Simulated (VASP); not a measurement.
Slab: WS2, a slab with vacuum.

```xyz
6
Lattice="3.1832 0.0000 0.0000 -1.5916 2.7567 0.0000 0.0000 0.0000 23.6688" Properties=species:S:1:pos:R:3 pbc="T T T"
W     0.0000    1.8378   15.0845
W     1.5916    0.9189    8.5842
S     0.0000    1.8378    7.0253
S     1.5916    0.9189   13.5253
S     0.0000    1.8378   10.1434
S     1.5916    0.9189   16.6435
```

Base run:

| Item | Value |
| --- | --- |
| Program | VASP 6.6.1 |
| Functional | LDA |
| Potentials or basis | VASP PAW LDA potentials, release 64 (W_sv, S) |
| Cutoff | 520 eV |
| k mesh | 6 × 6 × 1 |
| Occupations | fermi-dirac, width 0.1 eV |
| Spin | no spin polarisation |

Its results: band gap on the k mesh 1.45 eV, indirect (least direct gap 1.76 eV); largest force 0.343 eV/Å.

The run is repeated on the same cell with these changes: k mesh from 6 × 6 × 1 to 5 × 5 × 1. What comes out?

Band gap on the k mesh 1.62 eV, indirect (least direct gap 2.56 eV); largest force 0.351 eV/Å.

Caveats: some runs use coarse meshes; spin-orbit coupling is left out, which moves the levels of the heavy elements.

A k mesh can miss the band edges.
